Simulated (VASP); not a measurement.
# MgCdSe2 (P-3m1) in VASP: a series of runs

Runs on MgCdSe2. Level: PBE. Tasks: single point, relaxation of cell and atoms.

Program: VASP 6.6.1. These are calculated values, not measurements. Logs are shortened: lines on timing, memory, paths and dates and some standing lists are left out, and cuts for length are marked.

**1. The cell of the first run**

The structure is trigonal, space group P-3m1 (No. 164). The conventional cell has a = 3.767 Å, b = 3.767 Å, c = 7.098 Å, α = 90.00°, β = 90.00°, γ = 120.00°. Mg (site symmetry -3m) has 6 Se at 3.03 Å and 2 Cd at 3.55 Å and 6 Mg at 3.77 Å within 4.0 Å. Cd (site symmetry -3m) has 6 Se at 2.61 Å within 3.4 Å. Within 3.4 Å of Se (site symmetry 3m) lie 3 Cd at 2.61 Å and 3 Mg at 3.03 Å.

The cell was built from a structure type or drawn by symmetry, and may not be a known phase.

**2. Single point, PBE**

INCAR

```
SYSTEM = MgCdSe2
PREC = Accurate
ENCUT = 520
EDIFF = 1E-7
ISMEAR = 0
SIGMA = 0.1
LREAL = .FALSE.
LASPH = .TRUE.
NELM = 100
ALGO = Normal
ISIF = 2
LWAVE = .FALSE.
LCHARG = .FALSE.
GGA = PE
NBANDS = 21
```

KPOINTS

```
regular mesh
0
G
  6 6 4
  0 0 0
```

POSCAR

```
MgCdSe2
1.0
    3.7669475800      0.0000000000      0.0000000000
   -1.8834737900      3.2622723000      0.0000000000
    0.0000000000      0.0000000000      7.0983787000
Mg Cd Se
1 1 2
Direct
    0.0000000000      0.0000000000      0.5000000000
    0.0000000000      0.0000000000      0.0000000000
    0.6666666700      0.3333333300      0.7979580200
    0.3333333300      0.6666666700      0.2020419800
```

Potentials or basis: VASP PAW PBE potentials, release 64 (Mg, Cd, Se).

Command:

```
> cat potpaw_PBE.64/Mg/POTCAR potpaw_PBE.64/Cd/POTCAR potpaw_PBE.64/Se/POTCAR > POTCAR
> mpirun -np 1 vasp_std > vasp.out
```

OUTCAR:

```text
SYSTEM = MgCdSe2
   PREC = Accurate
   ENCUT = 520
   EDIFF = 1E-7
   ISMEAR = 0
   LREAL = .FALSE.
   LASPH = .TRUE.
   NELM = 100
   ISIF = 2
   GGA = PE

 ion  position               nearest neighbor table
   1  0.000  0.000  0.500-   3 3.03   4 3.03   3 3.03   4 3.03   3 3.03   4 3.03   2 3.55   2 3.55

   2  0.000  0.000  0.000-   3 2.61   4 2.61   3 2.61   4 2.61   3 2.61   4 2.61   1 3.55   1 3.55

   3  0.667  0.333  0.798-   2 2.61   2 2.61   2 2.61   1 3.03   1 3.03   1 3.03
   4  0.333  0.667  0.202-   2 2.61   2 2.61   2 2.61   1 3.03   1 3.03   1 3.03

  LATTYP: Found a hexagonal cell.
 ALAT       =     3.7669475800
 C/A-ratio  =     1.8843847835

  Lattice vectors:

 A1 = (   3.7669475800,   0.0000000000,   0.0000000000)
 A2 = (  -1.8834737900,   3.2622723000,   0.0000000000)
 A3 = (   0.0000000000,   0.0000000000,   7.0983787000)

Analysis of symmetry for initial positions (statically):
=====================================================================
 Subroutine PRICEL returns:
 Original cell was already a primitive cell.

 Routine SETGRP: Setting up the symmetry group for a
 hexagonal supercell.

 Subroutine GETGRP returns: Found 12 space group operations
 (whereof 12 operations were pure point group operations)
 out of a pool of 24 trial point group operations.

The static configuration has the point symmetry D_3d.

Analysis of symmetry for dynamics (positions and initial velocities):
=====================================================================
 Subroutine PRICEL returns:
 Original cell was already a primitive cell.

 Routine SETGRP: Setting up the symmetry group for a
 hexagonal supercell.

 Subroutine GETGRP returns: Found 12 space group operations
 (whereof 12 operations were pure point group operations)
 out of a pool of 24 trial point group operations.

The dynamic configuration has the point symmetry D_3d.

 Subroutine INISYM returns: Found 12 space group operations
 (whereof 12 operations are pure point group operations),
 and found     1 'primitive' translations

----------------------------------------------------------------------------------------

                                     Primitive cell

  volume of cell :      87.2306

  direct lattice vectors                    reciprocal lattice vectors
[... 88 lines left out ...]
   ENCUT  =  520.0 eV  38.22 Ry    6.18 a.u.   7.00  7.00 13.20*2*pi/ulx,y,z
   NELM   =    100;   NELMIN=  2; NELMDL= -5     # of ELM steps
   EDIFF  = 0.1E-06   stopping-criterion for ELM
   LREAL  =      F    real-space projection
   EDIFFG = 0.1E-05   stopping-criterion for IOM
   NSW    =      0    number of steps for IOM
   IBRION =     -1    ionic relax: 0-MD 1-quasi-New 2-CG
   NFREE  =      0    steps in history (QN), initial steepest desc. (CG)
   ISIF   =      2    stress and relaxation
   ISYM   =      2    0-nonsym 1-usesym 2-fastsym
   POTIM  = 0.5000    time-step for ionic-motion
   TEBEG  =    0.0;   TEEND  =   0.0 temperature during run
   PSTRESS=    0.0 pullay stress
   NELECT =      26.0000    total number of electrons
   NUPDOWN=      -1.0000    fix difference up-down
   EMIN   =  10.00;   EMAX   =-10.00  energy-range for DOS
   EFERMI =   0.00;   METHOD = LEGACY
   ISMEAR =     0;   SIGMA  =   0.10  broadening in eV -4-tet -1-fermi 0-gaus
   EFERMI_NEDOS =   21; number of points for ismear=-14 and -15
   IALGO  =     38    algorithm
   IMIX   =      4    mixing-type and parameters
     AMIX     =   0.40;   BMIX     =  1.00
     AMIX_MAG =   1.60;   BMIX_MAG =  1.00
  volume/ion in A,a.u.               =      21.81       147.17
  Fermi-wavevector in a.u.,A,eV,Ry     =   1.093561  2.066530 16.270872  1.195875
  Thomas-Fermi vector in A             =   2.229849
   LORBIT       =      0    0 simple, 1 ext, 2 COOP (PROOUT), +10 PAW based schemes
   GGA     = PE    functional components
   LHFCALC =     F    Hartree Fock is set to
   AEXX    =    0.0000 exact exchange contribution
   IVDW    =     0    specifies the selected vdW correction
   LEPSILON=     F    determine dielectric tensor
   LRPA    =     F    only Hartree local field effects (RPA)
 non-spin polarized calculation
 Gauss-broadening in eV      SIGMA  =   0.10
  energy-cutoff  :      520.00
  volume of cell :       87.23
 maximum number of plane-waves:      2364
   NGX = 13   NGY = 13   NGZ = 27

 number of electron      26.0000007 magnetization

 Free energy of the ion-electron system (eV)
  ---------------------------------------------------
  ext. energy  EPLUGINS =         0.00000000
  ---------------------------------------------------
  free energy    TOTEN  =       -10.86376345 eV

  energy without entropy =      -10.86189428  energy(sigma->0) =      -10.86282887

 E-fermi :   3.7097     XC(G=0):  -9.7656

 val. band max:        3.6429925194   @ k =   0.0000   0.0000   0.5000
 cond. band min:       4.2587088810   @ k =   0.3333   0.3333   0.0000
 fundamental gap:      0.6157163616
 Fermi energy:         3.7097345650

 k-point     1 :       0.0000    0.0000    0.0000
  band No.  band energies     occupation
      1     -10.4548      2.00000
      2      -9.2032      2.00000
      3      -5.2856      2.00000
      4      -5.2856      2.00000
      5      -5.1667      2.00000
      6      -4.7875      2.00000
[... 565 lines left out ...]
     20      12.4303      0.00000
     21      12.4303      0.00000

------------------------ aborting loop because EDIFF is reached ----------------------------------------

  FORCE on cell =-STRESS in cart. coord.  units (eV):
  Direction    XX          YY          ZZ          XY          YZ          ZX
  --------------------------------------------------------------------------------------
  -------------------------------------------------------------------------------------
  Total        7.5268966      7.5268966      0.2560140     -0.0000000      0.0000000      0.0000000
  in kB      138.2475935    138.2475936      4.7022454     -0.0000000      0.0000000      0.0000000
  external PRESSURE =      93.7324775 kB  Pullay stress =       0.0000000 kB

 VOLUME and BASIS-vectors are now :
 -----------------------------------------------------------------------------
  energy-cutoff  :      520.00
  volume of cell :       87.23
      direct lattice vectors                 reciprocal lattice vectors
     3.766947580  0.000000000  0.000000000     0.265466927  0.153267402  0.000000000
    -1.883473790  3.262272300  0.000000000     0.000000000  0.306534804  0.000000000
     0.000000000  0.000000000  7.098378700     0.000000000  0.000000000  0.140877240

 POSITION                                       TOTAL-FORCE (eV/Angst)
 -----------------------------------------------------------------------------------
      0.00000      0.00000      3.54919        -0.000000      0.000000      0.000000
      0.00000      0.00000      0.00000        -0.000000      0.000000      0.000000
      1.88347      1.08742      5.66421        -0.000000      0.000000     -3.467358
     -0.00000      2.17485      1.43417         0.000000      0.000000      3.467358
 -----------------------------------------------------------------------------------
    total drift:                               -0.000000     -0.000000      0.000000

  FREE ENERGIE OF THE ION-ELECTRON SYSTEM (eV)
  ---------------------------------------------------
  free  energy   TOTEN  =       -10.8637634475 eV

  energy  without entropy=      -10.8618942833  energy(sigma->0) =      -10.86282887
```

OSZICAR:

```text
N       E                     dE             d eps       ncg     rms          rms(c)
DAV:   1     0.152521043029E+03    0.15252E+03   -0.11942E+04  1008   0.109E+03
DAV:   2    -0.238440894812E+01   -0.15491E+03   -0.14783E+03  1132   0.249E+02
DAV:   3    -0.117225027363E+02   -0.93381E+01   -0.92798E+01  1234   0.602E+01
DAV:   4    -0.117962857440E+02   -0.73783E-01   -0.73757E-01  1129   0.527E+00
DAV:   5    -0.117967399700E+02   -0.45423E-03   -0.45417E-03  1219   0.412E-01    0.115E+01
DAV:   6    -0.109551473355E+02    0.84159E+00   -0.15662E+00  1250   0.108E+01    0.846E+00
DAV:   7    -0.108801104774E+02    0.75037E-01   -0.84784E-01  1183   0.460E+00    0.227E+00
DAV:   8    -0.108643129300E+02    0.15798E-01   -0.12151E-01  1138   0.304E+00    0.395E-01
DAV:   9    -0.108638081624E+02    0.50477E-03   -0.10236E-02  1158   0.102E+00    0.793E-02
DAV:  10    -0.108637515330E+02    0.56629E-04   -0.51893E-04  1172   0.207E-01    0.424E-02
DAV:  11    -0.108637642450E+02   -0.12712E-04   -0.66492E-05  1153   0.631E-02    0.129E-02
DAV:  12    -0.108637641825E+02    0.62492E-07   -0.22495E-05  1228   0.467E-02    0.937E-03
DAV:  13    -0.108637635940E+02    0.58854E-06   -0.36196E-06  1163   0.168E-02    0.352E-03
DAV:  14    -0.108637633964E+02    0.19762E-06   -0.21663E-07  1031   0.301E-03    0.132E-03
DAV:  15    -0.108637634475E+02   -0.51155E-07   -0.32023E-08   644   0.220E-03
   1 F= -.10863763E+02 E0= -.10862829E+02  d E =-.186916E-02
```

It took 54 s on 1 thread of Intel Xeon 8259CL, shared host; peak memory 0.22 GiB.

What came out:

| Item | Value |
| --- | --- |
| Free energy | -10.8638 eV |
| Pressure | 9.4 GPa |
| Largest force | 3.467 eV/Å |
| Band gap on the k mesh | zero (bands 13 and 14 overlap by 0.06 eV) |

Forces in eV/Å, atoms in the order of the input:
```
Mg   0.000  0.000  0.000
Cd   0.000  0.000  0.000
Se   0.000  0.000 -3.467
Se   0.000  0.000  3.467
```

Stress tensor (GPa, compression positive):
```
13.82  0.00  0.00
 0.00 13.82  0.00
 0.00  0.00  0.47
```

Levels at points of the mesh, in eV from the Fermi level:
```csv
k point,band 11,band 12,band 13,band 14,band 15,band 16
"(0.00, 0.00, 0.00)",-0.76,-0.13,-0.13,-0.13,3.47,5.04
"(0.50, 0.00, 0.00)",-2.53,-2.15,-0.39,1.55,2.51,3.36
"(0.00, 0.00, 0.50)",-0.80,-0.07,-0.07,2.64,2.90,3.72
"(0.50, 0.00, 0.50)",-2.44,-1.73,-0.62,0.97,1.20,4.07
```

Caveat: the cell stands under pressure; semilocal functionals underestimate gaps, so a narrow gap can read as zero; forces of over 1 eV/Å act on the atoms, so gaps and moduli don't describe the material at rest.

(Continued in part 2 of 2.)
